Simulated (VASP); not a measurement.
Input of a VASP 6.6.1 run:

INCAR

```
PREC     = Accurate       # precision mode
ENCUT    = 520            # plane-wave cutoff, eV
EDIFF    = 1E-6           # SCF threshold, eV
ISMEAR   = 0              # smearing method
SIGMA    = 0.1            # smearing width, eV
LREAL    = False          # projectors in reciprocal space
LASPH    = True           # aspherical terms in the spheres
NELM     = 150            # most SCF steps
ALGO     = Normal         # electronic algorithm
ISIF     = 2              # what is computed and relaxed
LWAVE    = False          # write WAVECAR
LCHARG   = False          # write CHGCAR
ISPIN    = 2              # spin polarisation
MAGMOM   = 0 1 1 1 0 0    # initial moments
LORBIT   = 11             # projections on sites
LMAXMIX  = 4              # l up to which the mixer works
GGA      = PE             # functional
NBANDS   = 40             # bands
```

KPOINTS

```
regular mesh
0
Gamma
  3 3 4
```

File POSCAR:

```
CsAg3O2
1.0
    5.8515343000      0.0000000000      0.0000000000
   -2.9257671500      5.0675773500      0.0000000000
    0.0000000000      0.0000000000      4.4359514900
Cs Ag O
1 3 2
Direct
    0.0000000000      0.0000000000      0.0000000000
    0.0000000000      0.5000000000      0.5000000000
    0.5000000000      0.5000000000      0.5000000000
    0.5000000000      0.0000000000      0.5000000000
    0.6666666700      0.3333333300      0.0000000000
    0.3333333300      0.6666666700      0.0000000000
```

Potentials or basis: VASP PAW PBE potentials, release 64 (Cs_sv, Ag, O).

The run is started by

```bash
$ cat potpaw_PBE.64/Cs_sv/POTCAR potpaw_PBE.64/Ag/POTCAR potpaw_PBE.64/O/POTCAR > POTCAR
$ mpirun -np 1 vasp_std > vasp.out
```

Task: What does it give for the net moment?

Result: -0.36 μB per cell.

Task: Estimate the site moments.

Result: Cs +0.00; Ag -0.01; O -0.15 μB.

Task: Predict the pressure.

Result: -6.8 GPa.

Stress tensor (GPa, compression positive):
```
 -3.34   0.00   0.00
  0.00  -3.34   0.00
  0.00   0.00 -13.59
```

Caveat: the k points lie up to 0.41 Å⁻¹ apart; a moment this small can come from the mesh or the smearing.
